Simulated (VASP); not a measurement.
# Zr (P6_3/mmc) in VASP: notebook

Runs on Zr. Level: PBE+D4. Tasks: single point.

Everything below comes from runs of VASP 6.6.1. Logs are shortened: lines on timing, memory, paths and dates and some standing lists are left out, and cuts for length are marked.

### 1 The cell of the first run

Symmetry: P6_3/mmc, No. 194, hexagonal system. Conventional cell: a = 3.097 Å, b = 3.097 Å, c = 4.932 Å, α = 90.00°, β = 90.00°, γ = 120.00°. Zr (site symmetry -6m2) has 12 Zr at 3.05 to 3.10 Å within 4.0 Å.

### 2 Single point, PBE+D4

Contents of INCAR:

```
PREC = Accurate
ENCUT = 520
EDIFF = 1E-6
ISMEAR = -1
SIGMA = 0.05
LREAL = False
LASPH = True
NELM = 60
ALGO = Normal
ISIF = 2
LWAVE = False
LCHARG = True
GGA = PE
IVDW = 13
LELF = True
LVHAR = True
NBANDS = 19
```

Contents of KPOINTS:

```
Automatic mesh
0
Gamma
  8 8 5
```

Contents of POSCAR:

```
Zr
1.0
    3.0971737956      0.0000000000      0.0000000000
   -1.5485868978      2.6822310863      0.0000000000
    0.0000000000      0.0000000000      4.9322876009
Zr
2
Direct
    0.3333333333      0.6666666667      0.2500000000
    0.6666666667      0.3333333333      0.7500000000
```

Potentials or basis: VASP PAW PBE potentials, release 64 (Zr_sv).

The run is started by

```
$ cat potpaw_PBE.64/Zr_sv/POTCAR > POTCAR
$ mpirun -np 1 vasp_std > vasp.out
```

OUTCAR:

```text
PREC = Accurate
   ENCUT = 520
   EDIFF = 1E-6
   ISMEAR = -1
   LREAL = False
   LASPH = True
   NELM = 60
   ISIF = 2
   GGA = PE
   IVDW = 13

 ion  position               nearest neighbor table
   1  0.333  0.667  0.250-   2 3.05   2 3.05   2 3.05   2 3.05   2 3.05   2 3.05
   2  0.667  0.333  0.750-   1 3.05   1 3.05   1 3.05   1 3.05   1 3.05   1 3.05

  LATTYP: Found a hexagonal cell.
 ALAT       =     3.0971737956
 C/A-ratio  =     1.5925123763

  Lattice vectors:

 A1 = (   3.0971737956,   0.0000000000,   0.0000000000)
 A2 = (  -1.5485868978,   2.6822310863,   0.0000000000)
 A3 = (   0.0000000000,   0.0000000000,   4.9322876009)

Analysis of symmetry for initial positions (statically):
=====================================================================
 Subroutine PRICEL returns:
 Original cell was already a primitive cell.

 Routine SETGRP: Setting up the symmetry group for a
 hexagonal supercell.

 Subroutine GETGRP returns: Found 24 space group operations
 (whereof 12 operations were pure point group operations)
 out of a pool of 24 trial point group operations.

The static configuration has the point symmetry D_3d.
 The point group associated with its full space group is D_6h.

Analysis of symmetry for dynamics (positions and initial velocities):
=====================================================================
 Subroutine PRICEL returns:
 Original cell was already a primitive cell.

 Routine SETGRP: Setting up the symmetry group for a
 hexagonal supercell.

 Subroutine GETGRP returns: Found 24 space group operations
 (whereof 12 operations were pure point group operations)
 out of a pool of 24 trial point group operations.

The dynamic configuration has the point symmetry D_3d.
 The point group associated with its full space group is D_6h.

 Subroutine INISYM returns: Found 24 space group operations
 (whereof 12 operations are pure point group operations),
 and found     1 'primitive' translations

----------------------------------------------------------------------------------------

                                     Primitive cell

  volume of cell :      40.9742

  direct lattice vectors                    reciprocal lattice vectors
     3.097173796  0.000000000  0.000000000     0.322875003  0.186411977  0.000000000
    -1.548586898  2.682231086  0.000000000     0.000000000  0.372823954  0.000000000
     0.000000000  0.000000000  4.932287601     0.000000000  0.000000000  0.202745679

[... 81 lines left out ...]
   ENCUT  =  520.0 eV  38.22 Ry    6.18 a.u.   5.76  5.76  9.17*2*pi/ulx,y,z
   NELM   =     60;   NELMIN=  2; NELMDL= -5     # of ELM steps
   EDIFF  = 0.1E-05   stopping-criterion for ELM
   LREAL  =      F    real-space projection
   EDIFFG = 0.1E-04   stopping-criterion for IOM
   NSW    =      0    number of steps for IOM
   IBRION =     -1    ionic relax: 0-MD 1-quasi-New 2-CG
   NFREE  =      0    steps in history (QN), initial steepest desc. (CG)
   ISIF   =      2    stress and relaxation
   ISYM   =      2    0-nonsym 1-usesym 2-fastsym
   POTIM  = 0.5000    time-step for ionic-motion
   TEBEG  =    0.0;   TEEND  =   0.0 temperature during run
   PSTRESS=    0.0 pullay stress
   NELECT =      24.0000    total number of electrons
   NUPDOWN=      -1.0000    fix difference up-down
   EMIN   =  10.00;   EMAX   =-10.00  energy-range for DOS
   EFERMI =   0.00;   METHOD = LEGACY
   ISMEAR =    -1;   SIGMA  =   0.05  broadening in eV -4-tet -1-fermi 0-gaus
   EFERMI_NEDOS =   21; number of points for ismear=-14 and -15
   IALGO  =     38    algorithm
   IMIX   =      4    mixing-type and parameters
     AMIX     =   0.40;   BMIX     =  1.00
     AMIX_MAG =   1.60;   BMIX_MAG =  1.00
  volume/ion in A,a.u.               =      20.49       138.25
  Fermi-wavevector in a.u.,A,eV,Ry     =   1.369752  2.588455 25.527520  1.876220
  Thomas-Fermi vector in A             =   2.495599
   LORBIT       =      0    0 simple, 1 ext, 2 COOP (PROOUT), +10 PAW based schemes
   GGA     = PE    functional components
   LHFCALC =     F    Hartree Fock is set to
   AEXX    =    0.0000 exact exchange contribution
   IVDW    =    13    specifies the selected vdW correction
   LEPSILON=     F    determine dielectric tensor
   LRPA    =     F    only Hartree local field effects (RPA)
 non-spin polarized calculation
  energy-cutoff  :      520.00
  volume of cell :       40.97
 maximum number of plane-waves:      1112
 NGX is ok and might be reduce to    24
   NGX = 11   NGY = 11   NGZ = 19

 number of electron      24.0000000 magnetization

 Free energy of the ion-electron system (eV)
  ---------------------------------------------------
  ext. energy  EPLUGINS =         0.00000000
  ---------------------------------------------------
  free energy    TOTEN  =       -16.78270091 eV

  energy without entropy =      -16.76417840  energy(sigma->0) =      -16.77343965

 E-fermi :  10.5188     XC(G=0): -11.6766

 val. band max:       10.4986077322   @ k =   0.1250   0.0000   0.0000
 cond. band min:      10.5676809885   @ k =   0.2500   0.2500   0.0000
 fundamental gap:      0.0690732563
 Fermi energy:        10.5188352633

 k-point     1 :       0.0000    0.0000    0.0000
  band No.  band energies     occupation
      1     -38.1325      2.00000
      2     -37.8724      2.00000
      3     -16.9142      2.00000
      4     -15.6322      2.00000
      5     -15.6322      2.00000
      6     -15.4266      2.00000
[... 505 lines left out ...]
      6     -15.7854      2.00000
[... 11 lines left out ...]
     18      15.5033      0.00000
     19      15.9285      0.00000

 [... further k-points ...]

------------------------ aborting loop because EDIFF is reached ----------------------------------------

  DFT-D4 for vdW energy calculation

  Edisp (eV):   -0.46480

  FORCE on cell =-STRESS in cart. coord.  units (eV):
  Direction    XX          YY          ZZ          XY          YZ          ZX
  --------------------------------------------------------------------------------------
  -------------------------------------------------------------------------------------
  Total       3.29147     3.29147     3.99997     0.00000    -0.00000     0.00000
  in kB     128.70331   128.70330   156.40717     0.00000    -0.00000     0.00000
  external pressure =      137.94 kB  Pullay stress =        0.00 kB

 VOLUME and BASIS-vectors are now :
 -----------------------------------------------------------------------------
  energy-cutoff  :      520.00
  volume of cell :       40.97
      direct lattice vectors                 reciprocal lattice vectors
     3.097173796  0.000000000  0.000000000     0.322875003  0.186411977  0.000000000
    -1.548586898  2.682231086  0.000000000     0.000000000  0.372823954  0.000000000
     0.000000000  0.000000000  4.932287601     0.000000000  0.000000000  0.202745679

 POSITION                                       TOTAL-FORCE (eV/Angst)
 -----------------------------------------------------------------------------------
     -0.00000      1.78815      1.23307        -0.000000      0.000000      0.000000
      1.54859      0.89408      3.69922         0.000000     -0.000000      0.000000
 -----------------------------------------------------------------------------------
    total drift:                               -0.000000      0.000000     -0.000000

  FREE ENERGIE OF THE ION-ELECTRON SYSTEM (eV)
  ---------------------------------------------------
  free  energy   TOTEN  =       -17.2475041045 eV

  energy  without entropy=      -17.2289815947  energy(sigma->0) =      -17.23824285
```

stdout:

```text
POSCAR found type information on POSCAR Zr
 POSCAR found :  1 types and       2 ions
 scaLAPACK will be used
 LDA part: xc-table for (Slater+PW92), standard interpolation
 POSCAR, INCAR and KPOINTS ok, starting setup
 FFT: planning ... GRIDC
 FFT: planning ... GRID_SOFT
 FFT: planning ... GRID
 WAVECAR not read
 entering main loop
```

Run time: 22 s. Hardware: 1 thread of Intel Xeon Platinum 8259CL at 2.50GHz (Skylake/Cascade Lake), shared host; peak memory 0.16 GiB.

What came out:

* Free energy: -17.2475 eV
* Pressure: 13.8 GPa
* Band gap on the k mesh: zero (band 12 reaches 11.36 eV, above the bottom of band 13 at 10.16 eV)
* Dispersion energy per atom: -0.232 eV

Stress tensor (GPa, compression positive):
```
12.87  0.00  0.00
 0.00 12.87  0.00
 0.00  0.00 15.64
```

Levels at points of the mesh, in eV from the Fermi level:
```
           k point  band 8  band 9  band 10  band 11  band 12  band 13  band 14  band 15  band 16  band 17
(0.00, 0.00, 0.00)  -25.93   -5.87    -3.42     0.84     0.84     1.03     1.66     1.66     1.72     2.34
(0.50, 0.00, 0.00)  -26.10   -3.09    -2.71    -2.57     0.09     0.46     0.93     1.68     5.63     6.12
```

Caveat: pairwise dispersion overbinds metals, which lowers pressure and volume.

### 3 Single point, PBE+D4

This run uses another cell than the first one, of 21.42 Å³/atom, 1.045 times its volume.

Contents of INCAR:

```
SYSTEM = Zr
  PREC = Accurate
  ENCUT = 520
  EDIFF = 1E-6
  ISMEAR = -1
  SIGMA = 0.05
  LREAL = .FALSE.
  LASPH = .TRUE.
  NELM = 60
  ALGO = Normal
  ISIF = 2
  LWAVE = .FALSE.
  LCHARG = .FALSE.
  GGA = PE
  IVDW = 13
  NBANDS = 19
```

Contents of KPOINTS:

```
Automatic mesh
0
G
  8 8 5
  0 0 0
```

Contents of POSCAR:

```
Zr
1.0
    3.1434070863      0.0000000000      0.0000000000
   -1.5717035432      2.7222702891      0.0000000000
    0.0000000000      0.0000000000      5.0059146885
Zr
2
Direct
    0.3333333333      0.6666666667      0.2500000000
    0.6666666667      0.3333333333      0.7500000000
```

Potentials or basis: VASP PAW PBE potentials, release 64 (Zr_sv).

The run is started by

```
$ cat potpaw_PBE.64/Zr_sv/POTCAR > POTCAR
$ mpirun -np 1 vasp_std > vasp.out
```

It took 26 s on 1 thread of Intel Xeon Platinum 8259CL at 2.50GHz (Skylake/Cascade Lake), shared host; peak memory 0.16 GiB.

It converged, with:

| Item | Value |
| --- | --- |
| Free energy | -17.3749 eV |
| Pressure | 8.1 GPa |
| Band gap on the k mesh | zero (band 12 reaches 10.82 eV, above the bottom of band 13 at 9.64 eV) |
| Dispersion energy per atom | -0.222 eV |

Stress tensor (GPa, compression positive):
```
7.43 0.00 0.00
0.00 7.43 0.00
0.00 0.00 9.51
```

Levels at points of the mesh, in eV from the Fermi level:
```csv
k point,band 9,band 10,band 11,band 12,band 13,band 14,band 15,band 16
"(0.00, 0.00, 0.00)",-5.81,-3.29,0.84,0.84,1.02,1.50,1.62,1.62
"(0.50, 0.00, 0.00)",-2.91,-2.65,-2.42,-0.04,0.48,0.87,1.59,5.36
```

Caveat: pairwise dispersion overbinds metals, which lowers pressure and volume.

### 4 Single point, PBE+D4

This run uses another cell than the first one, of 22.35 Å³/atom, 1.091 times its volume.

Contents of INCAR:

```
SYSTEM = Zr
PREC = Accurate ; ENCUT = 520
EDIFF = 1E-7 ; ISMEAR = -1
SIGMA = 0.05 ; LREAL = .False.
LASPH = .True. ; NELM = 100
ALGO = Normal ; ISIF = 2
LWAVE = .False. ; LCHARG = .False.
GGA = PE ; IVDW = 13
NBANDS = 19
```

Contents of KPOINTS:

```
Automatic mesh
0
Gamma
  8 8 5
  0 0 0
```

Contents of POSCAR:

```
Zr
1.0
    3.1883189697      0.0000000000      0.0000000000
   -1.5941594848      2.7611651195      0.0000000000
    0.0000000000      0.0000000000      5.0774374186
Zr
2
Direct
    0.3333333333      0.6666666667      0.2500000000
    0.6666666667      0.3333333333      0.7500000000
```

Potentials or basis: VASP PAW PBE potentials, release 64 (Zr_sv).

The run is started by

```
$ cat potpaw_PBE.64/Zr_sv/POTCAR > POTCAR
$ mpirun -np 1 vasp_std > vasp.out
```

OUTCAR:

```text
SYSTEM = Zr
   PREC = Accurate
   ENCUT = 520
   EDIFF = 1E-7
   ISMEAR = -1
   LREAL = .False.
   LASPH = .True.
   NELM = 100
   ISIF = 2
   GGA = PE
   IVDW = 13

 ion  position               nearest neighbor table
   1  0.333  0.667  0.250-   2 3.14   2 3.14   2 3.14   2 3.14   2 3.14   2 3.14
   2  0.667  0.333  0.750-   1 3.14   1 3.14   1 3.14   1 3.14   1 3.14   1 3.14

  LATTYP: Found a hexagonal cell.
 ALAT       =     3.1883189697
 C/A-ratio  =     1.5925123762

  Lattice vectors:

 A1 = (   3.1883189697,   0.0000000000,   0.0000000000)
 A2 = (  -1.5941594848,   2.7611651195,   0.0000000000)
[... 718 lines left out ...]

  Edisp (eV):   -0.42607

  FORCE on cell =-STRESS in cart. coord.  units (eV):
  Direction    XX          YY          ZZ          XY          YZ          ZX
  --------------------------------------------------------------------------------------
  -------------------------------------------------------------------------------------
  Total       0.77570     0.77570     1.20070     0.00000    -0.00000    -0.00000
  in kB      27.80377    27.80377    43.03742     0.00000    -0.00000    -0.00000
  external pressure =       32.88 kB  Pullay stress =        0.00 kB

 VOLUME and BASIS-vectors are now :
 -----------------------------------------------------------------------------
  energy-cutoff  :      520.00
  volume of cell :       44.70
      direct lattice vectors                 reciprocal lattice vectors
     3.188318970  0.000000000  0.000000000     0.313644905  0.181082977  0.000000000
    -1.594159485  2.761165120  0.000000000     0.000000000  0.362165954  0.000000000
     0.000000000  0.000000000  5.077437419     0.000000000  0.000000000  0.196949744

 POSITION                                       TOTAL-FORCE (eV/Angst)
 -----------------------------------------------------------------------------------
     -0.00000      1.84078      1.26936         0.000000      0.000000      0.000000
      1.59416      0.92039      3.80808         0.000000     -0.000000      0.000000
 -----------------------------------------------------------------------------------
    total drift:                                0.000000     -0.000000      0.000000

  FREE ENERGIE OF THE ION-ELECTRON SYSTEM (eV)
  ---------------------------------------------------
  free  energy   TOTEN  =       -17.4413351558 eV

  energy  without entropy=      -17.4246484967  energy(sigma->0) =      -17.43299183
```

OSZICAR:

```text
N       E                     dE             d eps       ncg     rms          rms(c)
DAV:   1     0.215449633512E+03    0.21545E+03   -0.13415E+04  1140   0.127E+03
DAV:   2    -0.113889925176E+01   -0.21659E+03   -0.21240E+03  1310   0.368E+02
DAV:   3    -0.173066620070E+02   -0.16168E+02   -0.16025E+02  2105   0.733E+01
DAV:   4    -0.176619871510E+02   -0.35533E+00   -0.35486E+00  1351   0.115E+01
DAV:   5    -0.176712856860E+02   -0.92985E-02   -0.92981E-02  1696   0.129E+00    0.154E+01
DAV:   6    -0.171149635692E+02    0.55632E+00   -0.86286E-01  1245   0.717E+00    0.625E+00
DAV:   7    -0.170087820924E+02    0.10618E+00   -0.57850E-01  1636   0.513E+00    0.114E+00
DAV:   8    -0.170151861301E+02   -0.64040E-02   -0.37199E-02  1470   0.152E+00    0.221E-01
DAV:   9    -0.170152936817E+02   -0.10755E-03   -0.11994E-03  1488   0.308E-01    0.274E-02
DAV:  10    -0.170152593444E+02    0.34337E-04   -0.36851E-05  1549   0.390E-02    0.193E-02
DAV:  11    -0.170152617001E+02   -0.23557E-05   -0.74196E-06  1294   0.299E-02    0.219E-03
DAV:  12    -0.170152616253E+02    0.74812E-07   -0.23083E-07  1101   0.331E-03
   1 F= -.17441335E+02 E0= -.17432992E+02  d E =-.166867E-01
```

stdout:

```text
POSCAR found type information on POSCAR Zr
 POSCAR found :  1 types and       2 ions
 scaLAPACK will be used
 LDA part: xc-table for (Slater+PW92), standard interpolation
 POSCAR, INCAR and KPOINTS ok, starting setup
 FFT: planning ... GRIDC
 FFT: planning ... GRID_SOFT
 FFT: planning ... GRID
 WAVECAR not read
 entering main loop
```

Run time: 26 s. Hardware: 1 thread of Intel Xeon Platinum 8259CL at 2.50GHz (Skylake/Cascade Lake), shared host; peak memory 0.16 GiB.

Results:

| Item | Value |
| --- | --- |
| Free energy | -17.4413 eV |
| Pressure | 3.3 GPa |
| Band gap on the k mesh | zero (band 12 reaches 10.32 eV, above the bottom of band 13 at 9.17 eV) |
| Dispersion energy per atom | -0.213 eV |

Caveat: pairwise dispersion overbinds metals, which lowers pressure and volume.

### 5 Summary

| cell | gap on the mesh (eV) | pressure (GPa) |
| --- | --- | --- |
| a = 3.097, b = 3.097, c = 4.932 Å, angles 90.0, 90.0, 120.0°, 2 atoms | none | 13.8 |
| a = 3.143, b = 3.143, c = 5.006 Å, angles 90.0, 90.0, 120.0°, 2 atoms | none | 8.1 |
| a = 3.188, b = 3.188, c = 5.077 Å, angles 90.0, 90.0, 120.0°, 2 atoms | none | 3.3 |

Alike in all rows: task single point; level PBE+D4; potentials or basis VASP PAW PBE potentials, release 64 (Zr_sv); no spin polarisation; k mesh 8 × 8 × 5; cutoff (eV) 520; smearing fermi-dirac 0.05 eV.

Caveats: pairwise dispersion overbinds metals, which lowers pressure and volume.

Total energies depend on the potentials used, so only differences within one code and one set of settings carry meaning.
